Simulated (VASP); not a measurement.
# AlCu3 (R-3m) in VASP: further runs

Runs on AlCu3. Level: LDA. Tasks: single point.

Program: VASP 6.6.1. These are calculated values, not measurements. Logs are shortened: lines on timing, memory, paths and dates and some standing lists are left out, and cuts for length are marked.

### Step 1. The cell of the first run

The structure is trigonal, space group R-3m (No. 166). The conventional cell has a = 4.305 Å, b = 4.305 Å, c = 9.340 Å, α = 90.00°, β = 90.00°, γ = 120.00°. Within 3.1 Å of Al (site symmetry -3m) lie 14 Cu at 2.33 to 2.93 Å. Cu (site symmetry -3m) has 8 Cu at 2.33 to 2.60 Å and 6 Al at 2.93 Å within 3.1 Å. Within 3.1 Å of Cu (site symmetry 3m) lie 4 Al at 2.33 to 2.60 Å and 10 Cu at 2.33 to 2.93 Å.

### Step 2. Single point, LDA (12.49 Å³/atom)

Contents of INCAR:

```
SYSTEM = AlCu3
  PREC = Accurate
  ENCUT = 520
  EDIFF = 1E-6
  ISMEAR = 0
  SIGMA = 0.15
  LREAL = .False.
  LASPH = .True.
  NELM = 80
  ALGO = Fast
  ISIF = 2
  LWAVE = .False.
  LCHARG = .False.
  GGA = CA
  NBANDS = 26
```

Contents of KPOINTS:

```
regular mesh
0
Gamma
  14 14 14
  0 0 0
```

Contents of POSCAR:

```
AlCu3
1.0
   -0.2319601674      2.8121365178      2.8121365178
    2.8121365178     -0.2319601674      2.8121365178
    2.8121365178      2.8121365178     -0.2319601674
Al Cu
1 3
Direct
    0.0000000000      0.0000000000      0.0000000000
    0.5000000000      0.5000000000      0.5000000000
    0.2500000000      0.2500000000      0.2500000000
    0.7500000000      0.7500000000      0.7500000000
```

Potentials or basis: VASP PAW LDA potentials, release 64 (Al, Cu).

On the command line:

```console
> cat potpaw_LDA.64/Al/POTCAR potpaw_LDA.64/Cu/POTCAR > POTCAR
> mpirun -np 1 vasp_std > vasp.out
```

OUTCAR:

```text
SYSTEM = AlCu3
   PREC = Accurate
   ENCUT = 520
   EDIFF = 1E-6
   ISMEAR = 0
   LREAL = .False.
   LASPH = .True.
   NELM = 80
   ISIF = 2
   GGA = CA

 ion  position               nearest neighbor table
   1  0.000  0.000  0.000-   3 2.33   4 2.33   4 2.60   4 2.60   4 2.60   3 2.60   3 2.60   3 2.60
                             2 2.93   2 2.93   2 2.93   2 2.93   2 2.93   2 2.93
   2  0.500  0.500  0.500-   3 2.33   4 2.33   3 2.60   3 2.60   3 2.60   4 2.60   4 2.60   4 2.60
                             1 2.93   1 2.93   1 2.93   1 2.93   1 2.93   1 2.93
   3  0.250  0.250  0.250-   1 2.33   2 2.33   1 2.60   1 2.60   1 2.60   2 2.60   2 2.60   2 2.60

   4  0.750  0.750  0.750-   1 2.33   2 2.33   2 2.60   2 2.60   2 2.60   1 2.60   1 2.60   1 2.60

  LATTYP: Found a trigonal (rhomboedric) cell.
 ALAT       =     3.9837205109
 COS(alpha) =     0.4160990780

  Lattice vectors:

 A1 = (  -0.2319601674,   2.8121365178,   2.8121365178)
 A2 = (   2.8121365178,  -0.2319601674,   2.8121365178)
 A3 = (   2.8121365178,   2.8121365178,  -0.2319601674)

Analysis of symmetry for initial positions (statically):
=====================================================================
 Subroutine PRICEL returns:
 Original cell was already a primitive cell.

 Routine SETGRP: Setting up the symmetry group for a
 trigonal (rhombohedral) supercell.

 Subroutine GETGRP returns: Found 12 space group operations
 (whereof 12 operations were pure point group operations)
 out of a pool of 12 trial point group operations.

The static configuration has the point symmetry D_3d.

Analysis of symmetry for dynamics (positions and initial velocities):
=====================================================================
 Subroutine PRICEL returns:
 Original cell was already a primitive cell.

 Routine SETGRP: Setting up the symmetry group for a
 trigonal (rhombohedral) supercell.

 Subroutine GETGRP returns: Found 12 space group operations
 (whereof 12 operations were pure point group operations)
 out of a pool of 12 trial point group operations.

The dynamic configuration has the point symmetry D_3d.

 Subroutine INISYM returns: Found 12 space group operations
 (whereof 12 operations are pure point group operations),
 and found     1 'primitive' translations

----------------------------------------------------------------------------------------

                                     Primitive cell

  volume of cell :      49.9680

  direct lattice vectors                    reciprocal lattice vectors
    -0.231960167  2.812136518  2.812136518    -0.157186725  0.171317953  0.171317953
     2.812136518 -0.231960167  2.812136518     0.171317953 -0.157186725  0.171317953
     2.812136518  2.812136518 -0.231960167     0.171317953  0.171317953 -0.157186725

  length of vectors
     3.983720511  3.983720511  3.983720511     0.288803304  0.288803304  0.288803304

  position of ions in fractional coordinates (direct lattice)
     0.000000000  0.000000000  0.000000000
     0.500000000  0.500000000  0.500000000
     0.250000000  0.250000000  0.250000000
     0.750000000  0.750000000  0.750000000

  ion indices of the primitive-cell ions
   primitive index   ion index
                 1           1
                 2           2
                 3           3
                 4           4

----------------------------------------------------------------------------------------

 KPOINTS: regular mesh

Automatic generation of k-mesh.
 Grid dimensions read from file:
 generate k-points for:   14   14   14

 Generating k-lattice:

  Cartesian coordinates                     Fractional coordinates (reciprocal lattice)
    -0.011227623  0.012236997  0.012236997     0.071428571 -0.000000000 -0.000000000
     0.012236997 -0.011227623  0.012236997    -0.000000000  0.071428571 -0.000000000
     0.012236997  0.012236997 -0.011227623    -0.000000000 -0.000000000  0.071428571

  Length of vectors
     0.020628807  0.020628807  0.020628807

  Shift w.r.t. Gamma in fractional coordinates (k-lattice)
     0.000000000  0.000000000  0.000000000

 Subroutine IBZKPT returns following result:
 ===========================================

 Found    288 irreducible k-points:

 Following reciprocal coordinates:
            Coordinates               Weight
  0.000000  0.000000  0.000000      1.000000
  0.071429  0.000000  0.000000      6.000000
  0.142857  0.000000  0.000000      6.000000
  0.214286  0.000000  0.000000      6.000000
  0.285714  0.000000  0.000000      6.000000
  0.357143  0.000000  0.000000      6.000000
[... 16 lines left out ...]
  0.214286  0.142857  0.000000     12.000000
  0.285714  0.142857  0.000000     12.000000
 [... further k-points ...]
   k-points           NKPTS =    288   k-points in BZ     NKDIM =    288   number of bands    NBANDS=     26
   number of dos      NEDOS =    301   number of ions     NIONS =      4
   total plane-waves  NPLWV =  27000
   dimension x,y,z NGX =    30 NGY =   30 NGZ =   30
   dimension x,y,z NGXF=    60 NGYF=   60 NGZF=   60
   ions per type =               1   3
   NGX,Y,Z   is equivalent  to a cutoff of  12.52, 12.52, 12.52 a.u.
   NGXF,Y,Z  is equivalent  to a cutoff of  25.04, 25.04, 25.04 a.u.
 SYSTEM =  AlCu3
   PREC   = accura    normal or accurate (medium, high low for compatibility)
   ISTART =      0    job   : 0-new  1-cont  2-samecut
   ICHARG =      2    charge: 1-file 2-atom 10-const
   ISPIN  =      1    spin polarized calculation?
   LNONCOLLINEAR =      F non collinear calculations
   LSORBIT =      F    spin-orbit coupling
   LASPH  =      T    aspherical Exc in radial PAW
   ENCUT  =  520.0 eV  38.22 Ry    6.18 a.u.   7.41  7.41  7.41*2*pi/ulx,y,z
   NELM   =     80;   NELMIN=  2; NELMDL= -5     # of ELM steps
   EDIFF  = 0.1E-05   stopping-criterion for ELM
   LREAL  =      F    real-space projection
   EDIFFG = 0.1E-04   stopping-criterion for IOM
   NSW    =      0    number of steps for IOM
   IBRION =     -1    ionic relax: 0-MD 1-quasi-New 2-CG
   NFREE  =      0    steps in history (QN), initial steepest desc. (CG)
   ISIF   =      2    stress and relaxation
   ISYM   =      2    0-nonsym 1-usesym 2-fastsym
   POTIM  = 0.5000    time-step for ionic-motion
   TEBEG  =    0.0;   TEEND  =   0.0 temperature during run
   PSTRESS=    0.0 pullay stress
   NELECT =      36.0000    total number of electrons
   NUPDOWN=      -1.0000    fix difference up-down
   EMIN   =  10.00;   EMAX   =-10.00  energy-range for DOS
   EFERMI =   0.00;   METHOD = LEGACY
   ISMEAR =     0;   SIGMA  =   0.15  broadening in eV -4-tet -1-fermi 0-gaus
   EFERMI_NEDOS =   21; number of points for ismear=-14 and -15
   IALGO  =     68    algorithm
   IMIX   =      4    mixing-type and parameters
     AMIX     =   0.40;   BMIX     =  1.00
     AMIX_MAG =   1.60;   BMIX_MAG =  1.00
  volume/ion in A,a.u.               =      12.49        84.30
  Fermi-wavevector in a.u.,A,eV,Ry     =   1.467613  2.773387 29.305441  2.153889
  Thomas-Fermi vector in A             =   2.583210
   LORBIT       =      0    0 simple, 1 ext, 2 COOP (PROOUT), +10 PAW based schemes
   GGA     = CA    functional components
   LHFCALC =     F    Hartree Fock is set to
   AEXX    =    0.0000 exact exchange contribution
   IVDW    =     0    specifies the selected vdW correction
   LEPSILON=     F    determine dielectric tensor
   LRPA    =     F    only Hartree local field effects (RPA)
 non-spin polarized calculation
 RMM-DIIS sequential band-by-band and
 Gauss-broadening in eV      SIGMA  =   0.15
  energy-cutoff  :      520.00
  volume of cell :       49.97
 maximum number of plane-waves:      1364
 NGX is ok and might be reduce to    30
   NGX = 15   NGY = 15   NGZ = 15

 number of electron      36.0000051 magnetization

 Free energy of the ion-electron system (eV)
  ---------------------------------------------------
  ext. energy  EPLUGINS =         0.00000000
  ---------------------------------------------------
  free energy    TOTEN  =       -18.59209111 eV

  energy without entropy =      -18.57958116  energy(sigma->0) =      -18.58583613

 E-fermi :   8.0532     XC(G=0): -12.4343

 val. band max:        8.0379889314   @ k =  -0.4286   0.2857   0.0714
 cond. band min:       8.0556808267   @ k =  -0.2143   0.4286   0.0714
 fundamental gap:      0.0176918953
 Fermi energy:         8.0531863375

 k-point     1 :       0.0000    0.0000    0.0000
  band No.  band energies     occupation
      1      -2.3086      2.00000
      2       3.3931      2.00000
      3       3.3931      2.00000
      4       3.4459      2.00000
      5       3.4459      2.00000
      6       3.5032      2.00000
[... 18 lines left out ...]
     25      14.9363      0.00000
     26      14.9365      0.00000

 k-point     2 :       0.0714    0.0000    0.0000
  band No.  band energies     occupation
      1      -2.2434      2.00000
      2       3.3554      2.00000
      3       3.3880      2.00000
      4       3.4239      2.00000
      5       3.5050      2.00000
      6       3.5312      2.00000
[... 18 lines left out ...]
     25      14.6694      0.00000
     26      14.9847      0.00000

 k-point     3 :       0.1429    0.0000    0.0000
  band No.  band energies     occupation
      1      -2.0485      2.00000
      2       3.3217      2.00000
      3       3.3391      2.00000
      4       3.3952      2.00000
      5       3.5999      2.00000
      6       3.6000      2.00000
[... 18 lines left out ...]
     25      14.5961      0.00000
     26      15.5541      0.00000

 k-point     4 :       0.2143    0.0000    0.0000
  band No.  band energies     occupation
      1      -1.7272      2.00000
      2       3.1570      2.00000
      3       3.3086      2.00000
      4       3.4290      2.00000
      5       3.6782      2.00000
      6       3.7056      2.00000
[... 18 lines left out ...]
     25      14.6028      0.00000
     26      16.8805      0.00000

 k-point     5 :       0.2857    0.0000    0.0000
  band No.  band energies     occupation
      1      -1.2853      2.00000
      2       2.7936      2.00000
      3       3.3126      2.00000
      4       3.4858      2.00000
      5       3.7476      2.00000
      6       3.8122      2.00000
[... 18 lines left out ...]
     25      14.8797      0.00000
     26      18.0539      0.00000

 k-point     6 :       0.3571    0.0000    0.0000
  band No.  band energies     occupation
      1      -0.7334      2.00000
      2       2.2070      2.00000
      3       3.3261      2.00000
      4       3.5514      2.00000
      5       3.8053      2.00000
      6       3.9101      2.00000
[... 427 lines left out ...]
 k-point    21 :      -0.0714    0.0714    0.0000
  band No.  band energies     occupation
      1      -2.1405      2.00000
      2       3.3209      2.00000
      3       3.3498      2.00000
      4       3.4757      2.00000
      5       3.5084      2.00000
      6       3.5956      2.00000
[... 18 lines left out ...]
     25      14.8453      0.00000
     26      15.2777      0.00000

 k-point    22 :       0.1429    0.1429    0.0000
  band No.  band energies     occupation
      1      -1.9400      2.00000
      2       3.1152      2.00000
      3       3.4853      2.00000
      4       3.5093      2.00000
      5       3.5674      2.00000
      6       3.5948      2.00000
[... 18 lines left out ...]
     25      15.2440      0.00000
     26      15.7726      0.00000

 k-point    23 :       0.2143    0.1429    0.0000
  band No.  band energies     occupation
      1      -1.6938      2.00000
      2       3.0035      2.00000
      3       3.4587      2.00000
      4       3.5757      2.00000
      5       3.5893      2.00000
      6       3.6921      2.00000
[... 18 lines left out ...]
     25      15.7294      0.00000
     26      16.6132      0.00000

 k-point    24 :       0.2857    0.1429    0.0000
  band No.  band energies     occupation
      1      -1.3246      2.00000
      2       2.8457      2.00000
      3       3.3858      2.00000
      4       3.6077      2.00000
      5       3.6687      2.00000
      6       3.8037      2.00000
[... 18 lines left out ...]
     25      16.0626      0.00000
     26      18.1478      0.00000

 [... further k-points ...]

------------------------ aborting loop because EDIFF is reached ----------------------------------------

  FORCE on cell =-STRESS in cart. coord.  units (eV):
  Direction    XX          YY          ZZ          XY          YZ          ZX
  --------------------------------------------------------------------------------------
  -------------------------------------------------------------------------------------
  Total       -2.1421926     -2.1421926     -2.1421926      3.1317443      3.1317443      3.1317443
  in kB      -68.6874089    -68.6874089    -68.6874089    100.4164601    100.4164601    100.4164601
  external PRESSURE =     -68.6874089 kB  Pullay stress =       0.0000000 kB

 VOLUME and BASIS-vectors are now :
 -----------------------------------------------------------------------------
  energy-cutoff  :      520.00
  volume of cell :       49.97
      direct lattice vectors                 reciprocal lattice vectors
    -0.231960167  2.812136518  2.812136518    -0.157186725  0.171317953  0.171317953
     2.812136518 -0.231960167  2.812136518     0.171317953 -0.157186725  0.171317953
     2.812136518  2.812136518 -0.231960167     0.171317953  0.171317953 -0.157186725

 POSITION                                       TOTAL-FORCE (eV/Angst)
 -----------------------------------------------------------------------------------
      0.00000      0.00000      0.00000         0.000000      0.000000     -0.000000
      2.69616      2.69616      2.69616         0.000000      0.000000     -0.000000
      1.34808      1.34808      1.34808        -0.006085     -0.006085     -0.006085
      4.04423      4.04423      4.04423         0.006085      0.006085      0.006085
 -----------------------------------------------------------------------------------
    total drift:                                0.000000     -0.000000      0.000000

  FREE ENERGIE OF THE ION-ELECTRON SYSTEM (eV)
  ---------------------------------------------------
  free  energy   TOTEN  =       -18.5920911094 eV

  energy  without entropy=      -18.5795811590  energy(sigma->0) =      -18.58583613
```

Wall time 4.8 min (1 thread of Intel Xeon Platinum 8488C (Sapphire Rapids), shared host); peak memory 0.39 GiB.

Results:

```
Free energy            : -18.5921 eV
Pressure               : -6.9 GPa
Largest force          : 0.011 eV/Å
Band gap on the k mesh : zero (bands 18 and 19 overlap by 5.25 eV)
```

Forces in eV/Å, atoms in the order of the input:
```
Al   0.000  0.000  0.000
Cu   0.000  0.000  0.000
Cu  -0.006 -0.006 -0.006
Cu   0.006  0.006  0.006
```

Levels at points of the mesh, in eV from the Fermi level:
```tsv
k point	band 15	band 16	band 17	band 18	band 19	band 20	band 21	band 22
(0.00, 0.00, 0.00)	-2.49	-2.49	3.24	3.24	3.31	3.67	3.67	3.82
(0.50, 0.00, 0.00)	-2.52	-2.46	-2.22	2.57	2.75	2.75	2.96	4.32
(0.50, 0.50, 0.00)	-2.47	-2.43	-2.28	-2.20	-1.43	1.20	2.80	10.01
(0.50, 0.50, 0.50)	-2.44	-2.44	-2.20	2.02	2.02	2.23	2.23	2.24
```

Caveat: the cell stands under tension.

(Continued in part 2 of 2.)

The gap in the log of VASP goes by the Fermi energy; the results here count the filled bands.